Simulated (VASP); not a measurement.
# Cd2BiO2 (P6/mmm) in VASP: notebook

The runs below take Cd2BiO2 through single point, relaxation of cell and atoms, with PBE.

Everything below comes from runs of VASP 6.6.1. Logs are shortened: lines on timing, memory, paths and dates and some standing lists are left out, and cuts for length are marked.

### Step 1. The cell of the first run

Symmetry: P6/mmm, No. 191, hexagonal system. Conventional cell: a = 4.375 Å, b = 4.375 Å, c = 7.183 Å, α = 90.00°, β = 90.00°, γ = 120.00°. Within 3.3 Å of Cd (site symmetry -6m2) lie 3 Cd at 2.53 Å and 6 O at 2.85 Å. Within 3.0 Å of Bi (site symmetry 6/mmm) lie 2 O at 2.26 Å. Within 3.0 Å of O (site symmetry 6mm) lie 1 Bi at 2.26 Å and 1 O at 2.65 Å and 6 Cd at 2.85 Å.

The cell was generated, and may not be a known phase.

### Step 2. Single point, PBE

Contents of INCAR:

```
PREC = Accurate
ENCUT = 520
EDIFF = 1E-7
ISMEAR = 0
SIGMA = 0.1
LREAL = False
LASPH = True
NELM = 100
ALGO = Normal
ISIF = 2
LWAVE = False
LCHARG = True
GGA = PE
LELF = True
LVHAR = True
NBANDS = 34
```

Contents of KPOINTS:

```
regular mesh
0
Gamma
  12 12 6
```

Contents of POSCAR:

```
Cd2BiO2
1.0
    4.3752141715      0.0000000000      0.0000000000
   -2.1876070858      3.7890466195      0.0000000000
    0.0000000000      0.0000000000      7.1825427299
Cd Bi O
2 1 2
Direct
    0.3333333333      0.6666666667      0.5000000000
    0.6666666667      0.3333333333      0.5000000000
    0.0000000000      0.0000000000      0.0000000000
    0.0000000000      0.0000000000      0.6847864743
    0.0000000000      0.0000000000      0.3152135257
```

Potentials or basis: VASP PAW PBE potentials, release 64 (Cd, Bi_d, O).

On the command line:

```bash
cat potpaw_PBE.64/Cd/POTCAR potpaw_PBE.64/Bi_d/POTCAR potpaw_PBE.64/O/POTCAR > POTCAR
mpirun -np 1 vasp_std > vasp.out
```

OUTCAR:

```text
PREC = Accurate
   ENCUT = 520
   EDIFF = 1E-7
   ISMEAR = 0
   LREAL = False
   LASPH = True
   NELM = 100
   ISIF = 2
   GGA = PE

 ion  position               nearest neighbor table
   1  0.333  0.667  0.500-   2 2.53   2 2.53   2 2.53   5 2.85   4 2.85   5 2.85   4 2.85   5 2.85
                             4 2.85
   2  0.667  0.333  0.500-   1 2.53   1 2.53   1 2.53   5 2.85   4 2.85   4 2.85   5 2.85   4 2.85
                             5 2.85
   3  0.000  0.000  0.000-   4 2.26   5 2.26
   4  0.000  0.000  0.685-   3 2.26   2 2.85   1 2.85   2 2.85   1 2.85   2 2.85   1 2.85
   5  0.000  0.000  0.315-   3 2.26   2 2.85   1 2.85   2 2.85   1 2.85   2 2.85   1 2.85

  LATTYP: Found a hexagonal cell.
 ALAT       =     4.3752141715
 C/A-ratio  =     1.6416436884

  Lattice vectors:

 A1 = (   4.3752141715,   0.0000000000,   0.0000000000)
 A2 = (  -2.1876070858,   3.7890466195,   0.0000000000)
 A3 = (   0.0000000000,   0.0000000000,   7.1825427299)

Analysis of symmetry for initial positions (statically):
=====================================================================
 Subroutine PRICEL returns:
 Original cell was already a primitive cell.

 Routine SETGRP: Setting up the symmetry group for a
 hexagonal supercell.

 Subroutine GETGRP returns: Found 24 space group operations
 (whereof 24 operations were pure point group operations)
 out of a pool of 24 trial point group operations.

The static configuration has the point symmetry D_6h.

Analysis of symmetry for dynamics (positions and initial velocities):
=====================================================================
 Subroutine PRICEL returns:
 Original cell was already a primitive cell.

 Routine SETGRP: Setting up the symmetry group for a
 hexagonal supercell.

 Subroutine GETGRP returns: Found 24 space group operations
 (whereof 24 operations were pure point group operations)
 out of a pool of 24 trial point group operations.

The dynamic configuration has the point symmetry D_6h.

 Subroutine INISYM returns: Found 24 space group operations
 (whereof 24 operations are pure point group operations),
 and found     1 'primitive' translations

----------------------------------------------------------------------------------------

                                     Primitive cell

  volume of cell :     119.0714

  direct lattice vectors                    reciprocal lattice vectors
     4.375214171  0.000000000  0.000000000     0.228560240  0.131959316  0.000000000
    -2.187607086  3.789046620  0.000000000     0.000000000  0.263918632  0.000000000
     0.000000000  0.000000000  7.182542730     0.000000000  0.000000000  0.139226460

  length of vectors
     4.375214171  4.375214172  7.182542730     0.263918632  0.263918632  0.139226460

  position of ions in fractional coordinates (direct lattice)
     0.333333333  0.666666667  0.500000000
     0.666666667  0.333333333  0.500000000
     0.000000000  0.000000000  0.000000000
     0.000000000  0.000000000  0.684786474
     0.000000000  0.000000000  0.315213526

  ion indices of the primitive-cell ions
   primitive index   ion index
                 1           1
                 2           2
                 3           3
                 4           4
                 5           5

----------------------------------------------------------------------------------------

 KPOINTS: regular mesh

Automatic generation of k-mesh.
 Grid dimensions read from file:
 generate k-points for:   12   12    6

 Generating k-lattice:

  Cartesian coordinates                     Fractional coordinates (reciprocal lattice)
     0.019046687  0.010996610  0.000000000     0.083333333  0.000000000  0.000000000
     0.000000000  0.021993219  0.000000000     0.000000000  0.083333333  0.000000000
     0.000000000  0.000000000  0.023204410     0.000000000  0.000000000  0.166666667

  Length of vectors
     0.021993219  0.021993219  0.023204410

  Shift w.r.t. Gamma in fractional coordinates (k-lattice)
     0.000000000  0.000000000  0.000000000

 Subroutine IBZKPT returns following result:
 ===========================================

 Found     76 irreducible k-points:

 Following reciprocal coordinates:
            Coordinates               Weight
  0.000000  0.000000  0.000000      1.000000
  0.083333  0.000000  0.000000      6.000000
  0.166667  0.000000  0.000000      6.000000
  0.250000  0.000000  0.000000      6.000000
  0.333333  0.000000  0.000000      6.000000
  0.416667  0.000000  0.000000      6.000000
[... 16 lines left out ...]
  0.250000  0.000000  0.166667     12.000000
  0.333333  0.000000  0.166667     12.000000
 [... further k-points ...]
   k-points           NKPTS =     76   k-points in BZ     NKDIM =     76   number of bands    NBANDS=     34
   number of dos      NEDOS =    301   number of ions     NIONS =      5
   total plane-waves  NPLWV =  69984
   dimension x,y,z NGX =    36 NGY =   36 NGZ =   54
   dimension x,y,z NGXF=    72 NGYF=   72 NGZF=  108
   ions per type =               2   1   2
   NGX,Y,Z   is equivalent  to a cutoff of  13.68, 13.68, 12.50 a.u.
   NGXF,Y,Z  is equivalent  to a cutoff of  27.36, 27.36, 25.00 a.u.
 SYSTEM =  unknown system
   PREC   = accura    normal or accurate (medium, high low for compatibility)
   ISTART =      0    job   : 0-new  1-cont  2-samecut
   ICHARG =      2    charge: 1-file 2-atom 10-const
   ISPIN  =      1    spin polarized calculation?
   LNONCOLLINEAR =      F non collinear calculations
   LSORBIT =      F    spin-orbit coupling
   LASPH  =      T    aspherical Exc in radial PAW
   ENCUT  =  520.0 eV  38.22 Ry    6.18 a.u.   8.13  8.13 13.35*2*pi/ulx,y,z
   NELM   =    100;   NELMIN=  2; NELMDL= -5     # of ELM steps
   EDIFF  = 0.1E-06   stopping-criterion for ELM
   LREAL  =      F    real-space projection
   EDIFFG = 0.1E-05   stopping-criterion for IOM
   NSW    =      0    number of steps for IOM
   IBRION =     -1    ionic relax: 0-MD 1-quasi-New 2-CG
   NFREE  =      0    steps in history (QN), initial steepest desc. (CG)
   ISIF   =      2    stress and relaxation
   ISYM   =      2    0-nonsym 1-usesym 2-fastsym
   POTIM  = 0.5000    time-step for ionic-motion
   TEBEG  =    0.0;   TEEND  =   0.0 temperature during run
   PSTRESS=    0.0 pullay stress
   NELECT =      51.0000    total number of electrons
   NUPDOWN=      -1.0000    fix difference up-down
   EMIN   =  10.00;   EMAX   =-10.00  energy-range for DOS
   EFERMI =   0.00;   METHOD = LEGACY
   ISMEAR =     0;   SIGMA  =   0.10  broadening in eV -4-tet -1-fermi 0-gaus
   EFERMI_NEDOS =   21; number of points for ismear=-14 and -15
   IALGO  =     38    algorithm
   IMIX   =      4    mixing-type and parameters
     AMIX     =   0.40;   BMIX     =  1.00
     AMIX_MAG =   1.60;   BMIX_MAG =  1.00
  volume/ion in A,a.u.               =      23.81       160.71
  Fermi-wavevector in a.u.,A,eV,Ry     =   1.234040  2.331997 20.719680  1.522853
  Thomas-Fermi vector in A             =   2.368746
   LORBIT       =      0    0 simple, 1 ext, 2 COOP (PROOUT), +10 PAW based schemes
   GGA     = PE    functional components
   LHFCALC =     F    Hartree Fock is set to
   AEXX    =    0.0000 exact exchange contribution
   IVDW    =     0    specifies the selected vdW correction
   LEPSILON=     F    determine dielectric tensor
   LRPA    =     F    only Hartree local field effects (RPA)
 non-spin polarized calculation
 Gauss-broadening in eV      SIGMA  =   0.10
  energy-cutoff  :      520.00
  volume of cell :      119.07
 maximum number of plane-waves:      3232
 NGX is ok and might be reduce to    36
   NGX = 17   NGY = 17   NGZ = 27

 number of electron      51.0000002 magnetization

 Free energy of the ion-electron system (eV)
  ---------------------------------------------------
  ext. energy  EPLUGINS =         0.00000000
  ---------------------------------------------------
  free energy    TOTEN  =       -14.56822788 eV

  energy without entropy =      -14.54936349  energy(sigma->0) =      -14.55879569

 E-fermi :   2.1633     XC(G=0):  -9.1500

 val. band max:        2.1562711871   @ k =   0.5000   0.0000   0.0000
 cond. band min:       2.1708468682   @ k =   0.2500   0.0833   0.3333
 fundamental gap:      0.0145756811
 Fermi energy:         2.1633002460

 k-point     1 :       0.0000    0.0000    0.0000
  band No.  band energies     occupation
      1     -20.7641      2.00000
      2     -20.7641      2.00000
      3     -20.6694      2.00000
      4     -20.6027      2.00000
      5     -20.6027      2.00000
      6     -14.9939      2.00000
[... 26 lines left out ...]
     33       8.5672      0.00000
     34      10.7649      0.00000

 k-point     2 :       0.0833    0.0000    0.0000
  band No.  band energies     occupation
      1     -20.7641      2.00000
      2     -20.7633      2.00000
      3     -20.6690      2.00000
      4     -20.6030      2.00000
      5     -20.6028      2.00000
      6     -14.9885      2.00000
[... 26 lines left out ...]
     33       9.1838      0.00000
     34      10.3077      0.00000

 k-point     3 :       0.1667    0.0000    0.0000
  band No.  band energies     occupation
      1     -20.7641      2.00000
      2     -20.7612      2.00000
      3     -20.6678      2.00000
      4     -20.6037      2.00000
      5     -20.6030      2.00000
      6     -14.9738      2.00000
[... 26 lines left out ...]
     33       9.5171      0.00000
     34       9.6305      0.00000
[... 704 lines left out ...]
 k-point    23 :       0.2500    0.0000    0.1667
  band No.  band energies     occupation
      1     -20.7642      2.00000
      2     -20.7582      2.00000
      3     -20.6658      2.00000
      4     -20.6048      2.00000
      5     -20.6032      2.00000
      6     -14.9627      2.00000
[... 26 lines left out ...]
     33       9.1377      0.00000
     34      10.1529      0.00000

 k-point    24 :       0.3333    0.0000    0.1667
  band No.  band energies     occupation
      1     -20.7642      2.00000
      2     -20.7553      2.00000
      3     -20.6643      2.00000
      4     -20.6059      2.00000
      5     -20.6035      2.00000
      6     -14.9443      2.00000
[... 26 lines left out ...]
     33       8.6584      0.00000
     34      10.5528      0.00000

 [... further k-points ...]

------------------------ aborting loop because EDIFF is reached ----------------------------------------

  FORCE on cell =-STRESS in cart. coord.  units (eV):
  Direction    XX          YY          ZZ          XY          YZ          ZX
  --------------------------------------------------------------------------------------
  -------------------------------------------------------------------------------------
  Total        0.3359827      0.3359827      0.1704995     -0.0000000      0.0000000      0.0000000
  in kB        4.5208491      4.5208491      2.2941735     -0.0000000      0.0000000      0.0000000
  external PRESSURE =       3.7786239 kB  Pullay stress =       0.0000000 kB

 VOLUME and BASIS-vectors are now :
 -----------------------------------------------------------------------------
  energy-cutoff  :      520.00
  volume of cell :      119.07
      direct lattice vectors                 reciprocal lattice vectors
     4.375214171  0.000000000  0.000000000     0.228560240  0.131959316  0.000000000
    -2.187607086  3.789046620  0.000000000     0.000000000  0.263918632  0.000000000
     0.000000000  0.000000000  7.182542730     0.000000000  0.000000000  0.139226460

 POSITION                                       TOTAL-FORCE (eV/Angst)
 -----------------------------------------------------------------------------------
     -0.00000      2.52603      3.59127         0.000000      0.000000     -0.000000
      2.18761      1.26302      3.59127        -0.000000      0.000000     -0.000000
      0.00000      0.00000      0.00000         0.000000      0.000000     -0.000000
      0.00000      0.00000      4.91851        -0.000000      0.000000     -0.018364
      0.00000      0.00000      2.26403        -0.000000     -0.000000      0.018364
 -----------------------------------------------------------------------------------
    total drift:                                0.000000      0.000000     -0.000000

  FREE ENERGIE OF THE ION-ELECTRON SYSTEM (eV)
  ---------------------------------------------------
  free  energy   TOTEN  =       -14.5682278826 eV

  energy  without entropy=      -14.5493634909  energy(sigma->0) =      -14.55879569
```

It took 3.7 min on 1 thread of Intel Xeon Platinum 8488C (Sapphire Rapids), shared host; peak memory 0.44 GiB.

Results:

| Property | Result |
| --- | --- |
| Free energy | -14.5682 eV |
| Pressure | 0.4 GPa |
| Largest force | 0.018 eV/Å |
| Band gap on the k mesh | zero (an odd number of electrons rules out a gap without spin polarisation) |

Forces on the atoms (eV/Å):
```
Cd   0.000  0.000  0.000
Cd   0.000  0.000  0.000
Bi   0.000  0.000  0.000
O    0.000  0.000 -0.018
O    0.000  0.000  0.018
```

Stress tensor (GPa, compression positive):
```
0.45 0.00 0.00
0.00 0.45 0.00
0.00 0.00 0.23
```

Caveat: spin-orbit coupling is left out, which moves the levels of the heavy elements; an odd number of electrons without spin polarisation forces a metal; a magnetic or distorted state may lie lower.

### Step 3. Relaxation of cell and atoms, PBE

This run uses another cell than the first one, of 20.34 Å³/atom.

Contents of INCAR:

```
SYSTEM = Cd2BiO2
ALGO     = Normal         ! electronic algorithm
EDIFF    = 1E-6           ! SCF threshold, eV
EDIFFG   = -0.04          ! ionic threshold
ENCUT    = 600            ! plane-wave cutoff, eV
GGA      = PE             ! functional
IBRION   = 2              ! ionic algorithm
ISIF     = 3              ! what is computed and relaxed
ISMEAR   = 0              ! smearing method
LASPH    = .True.         ! aspherical terms in the spheres
LCHARG   = .False.        ! write CHGCAR
LREAL    = .False.        ! projectors in reciprocal space
LWAVE    = .False.        ! write WAVECAR
NELM     = 100            ! most SCF steps
NSW      = 90             ! ionic steps
PREC     = Accurate       ! precision mode
SIGMA    = 0.1            ! smearing width, eV
```

Contents of KPOINTS:

```
k-points
0
Gamma
  6 6 4
  0 0 0
```

Contents of POSCAR:

```
Cd2BiO2
1.0
    4.8700737700      0.0000000000      0.0000000000
   -2.4350368800      4.2176076000      0.0000000000
    0.0000000000      0.0000000000      4.9507455800
Cd Bi O
2 1 2
Direct
    0.3333333300      0.6666666700      0.5000000000
    0.6666666700      0.3333333300      0.5000000000
    0.0000000000      0.0000000000      0.0000000000
    0.0000000000      0.0000000000      0.6779067700
    0.0000000000      0.0000000000      0.3220932300
```

Potentials or basis: VASP PAW PBE potentials, release 64 (Cd, Bi_d, O).

On the command line:

```bash
cat potpaw_PBE.64/Cd/POTCAR potpaw_PBE.64/Bi_d/POTCAR potpaw_PBE.64/O/POTCAR > POTCAR
mpirun -np 1 vasp_std > vasp.out
```

Wall time 25 min (1 thread of Intel Xeon Platinum 8488C (Sapphire Rapids), shared host); peak memory 0.29 GiB.

Results (log left out):

| Item | Value |
| --- | --- |
| Free energy | -14.2930 eV |
| Relaxed volume | 23.36 Å³/atom |
| Relaxed cell | a = 4.403 Å, b = 4.403 Å, c = 6.958 Å, α = 90.00°, β = 90.00°, γ = 120.00° |
| Space group after relaxing (to 0.1 Å) | P6/mmm (No. 191) |
| Pressure after relaxing | -0.1 GPa |
| Largest force after relaxing | 0.036 eV/Å |
| Band gap on the k mesh | zero (an odd number of electrons rules out a gap without spin polarisation) |

Forces on the atoms (eV/Å):
```
Cd   0.000  0.000  0.000
Cd   0.000  0.000  0.000
Bi   0.000  0.000  0.000
O    0.000  0.000 -0.036
O    0.000  0.000  0.036
```

Stress tensor (GPa, compression positive):
```
-0.12  0.00  0.00
 0.00 -0.12  0.00
 0.00  0.00 -0.03
```

Final structure:
```cif
data_structure
_symmetry_space_group_name_H-M 'P 1'
_symmetry_Int_Tables_number 1
_cell_length_a 4.4029
_cell_length_b 4.4029
_cell_length_c 6.9582
_cell_angle_alpha 90.000
_cell_angle_beta 90.000
_cell_angle_gamma 120.000
_cell_volume 116.82
loop_
_atom_site_label
_atom_site_type_symbol
_atom_site_fract_x
_atom_site_fract_y
_atom_site_fract_z
_atom_site_occupancy
Cd1 Cd 0.33333 0.66667 0.50000 1
Cd2 Cd 0.66667 0.33333 0.50000 1
Bi1 Bi 0.00000 0.00000 0.00000 1
O1 O 0.00000 0.00000 0.68031 1
O2 O 0.00000 0.00000 0.31969 1
```

Levels at points of the mesh, in eV from the Fermi level:
```csv
k point,band 21,band 22,band 23,band 24,band 25,band 26,band 27,band 28,band 29,band 30
"(0.00, 0.00, 0.00)",-2.67,-2.67,-1.99,-1.99,-1.25,0.84,1.93,1.93,4.14,4.14
"(0.50, 0.00, 0.00)",-2.88,-2.84,-2.75,-1.99,-1.46,-0.11,0.49,1.05,3.97,4.08
"(0.00, 0.00, 0.50)",-2.40,-2.40,-2.31,-2.31,-0.53,1.44,2.03,2.03,4.20,4.20
"(0.50, 0.00, 0.50)",-3.58,-3.17,-2.40,-0.94,-0.67,-0.15,0.44,1.27,3.57,4.29
```

Caveat: a cell axis changed by over 15 % at a fixed basis, so the end point is rough; spin-orbit coupling is left out, which moves the levels of the heavy elements; an odd number of electrons without spin polarisation forces a metal; a magnetic or distorted state may lie lower.

The gap in the log of VASP goes by the Fermi energy; the results here count the filled bands.